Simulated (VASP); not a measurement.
Ti: single point with PBEsol

The system is Ti, a slab with vacuum.

```
CELL_PARAMETERS angstrom
2.77979 0.00000 0.00000
-0.92660 2.62081 0.00000
0.00000 0.00000 19.77566
ATOMIC_POSITIONS crystal
Ti 0.50000 0.50000 0.20227
Ti 0.00000 0.00000 0.31066
Ti 0.50000 0.50000 0.41848
```

- Program: VASP 6.6.1
- Task: single point
- Functional: PBEsol
- Potentials or basis: VASP PAW PBE potentials, release 64 (Ti_sv)
- Cutoff: 520 eV
- k mesh: 10 × 10 × 1
- Occupations: gaussian, width 0.1 eV
- Spin: no spin polarisation
- Dipole correction: yes
- Further INCAR settings: ALGO = Fast; EDIFF = 1e-07; NBANDS = 25

```yaml
Largest_force: 0.029 eV/Å
Band_gap_on_the_k_mesh: zero (band 18 reaches 0.69 eV, above the bottom of band 19 at 0.01 eV)
```

Forces on the atoms (eV/Å):
```
Ti   0.000  0.000  0.029
Ti   0.000  0.000 -0.024
Ti   0.000  0.000 -0.004
```

Levels at points of the mesh, in eV from the Fermi level:
```csv
k point,band 16,band 17,band 18,band 19,band 20,band 21
"(0.00, 0.00, 0.00)",-0.45,-0.10,0.01,0.05,0.95,1.15
"(0.50, 0.00, 0.00)",-0.53,-0.35,-0.30,0.22,0.63,1.50
"(0.50, 0.50, 0.00)",-1.69,-0.86,-0.21,1.29,1.31,2.02
```

Wall time 7.3 min on 1 thread of Intel(R) Xeon(R) 6975P-C (Granite Rapids), on a shared host, peak memory 0.32 GiB.

Caveat: the PAW data sets were made with another functional, which shifts forces and pressure a little.
